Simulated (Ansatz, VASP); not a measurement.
# Two plane-wave programs on ZnSe

Contents of INCAR:

```
SYSTEM = ZnSe
PREC = Accurate
ENCUT = 520
EDIFF = 1E-6
ISMEAR = 0
SIGMA = 0.05
LREAL = .FALSE.
LASPH = .TRUE.
NELM = 80
ALGO = Normal
ISIF = 2
LWAVE = .FALSE.
LCHARG = .FALSE.
GGA = CA
NBANDS = 26
```

The input KPOINTS:

```
regular mesh
0
G
  8 8 6
  0 0 0
```

The input POSCAR:

```
ZnSe
1.0
    3.9824792113      0.0000000000      0.0000000000
    0.0000000000      3.9824792113      0.0000000000
    0.0000000000      0.0000000000      5.2561416620
Zn Se
2 2
Direct
    0.0000000000      0.0000000000     -0.0133177537
    0.5000000000      0.5000000000     -0.0133177537
    0.0000000000      0.5000000000      0.2907263534
    0.5000000000      0.0000000000      0.7313251524
```

Input for Ansatz:

```yaml
crystal:
  lattice:
    - [3.9824792113, 0.0, 0.0]
    - [0.0, 3.9824792113, 0.0]
    - [0.0, 0.0, 5.256141662]
  atoms:
    - { symbol: Zn, position: [0.0, 0.0, -0.0133177537] }
    - { symbol: Zn, position: [0.5, 0.5, -0.0133177537] }
    - { symbol: Se, position: [0.0, 0.5, 0.2907263534] }
    - { symbol: Se, position: [0.5, 0.0, 0.7313251524] }
basis:
  ecutwfc: 520.0
kpoints:
  mp_grid: { grid: [8, 8, 6] }
hamiltonian:
  xc: lda
  pseudopotentials: { kind: paw, azcp: { folder: soft_1 } }
scf:
  occupations: { method: gaussian, width: 0.05 }
output:
  forces: true
  stress: true
  eigenvalues: true
```

Change from the starting cell: mode 8 frozen in at +0.000 Å and mode 12 at -0.070 Å (largest displacements).

Alike in both runs: task single point; functional LDA; k mesh 8 × 8 × 6; occupations gaussian, width 0.05 eV; no spin polarisation.

|  | VASP | Ansatz |
| --- | --- | --- |
| version | VASP 6.6.1 | Ansatz 0.2.0 |
| potentials or method | VASP PAW LDA potentials, release 64 (Zn, Se), cutoff 520 eV | scalar-relativistic, plane waves, PAW |
| valence electrons in the cell | 36 | 56 |

|  | VASP | Ansatz | Ansatz less VASP |
| --- | --- | --- | --- |
| gap on the k mesh at the Fermi level (eV) | 1.47 | 1.45 | -0.021 |
| least direct gap on the mesh (eV) | 1.47 | 1.45 | -0.021 |
| pressure (GPa) | 0.8 | 0.4 | -0.43 |
| traceless stress, the component that is largest in VASP (GPa) | -0.63 | -0.60 | +0.037 |
| rms of the force components (eV/Å) | 0.616 | 0.603 | -0.0135 |

Ansatz warns that its potentials were made for another functional, while VASP's fit it. LDA's correlation is that of Perdew and Zunger in VASP and of Perdew and Wang (1992) in Ansatz. Atom by atom the forces differ by 0.030 eV/Å (rms over components). VASP's potentials hold 36 valence electrons a cell and Ansatz's 56, so a difference there can come from the potentials and not from the codes.
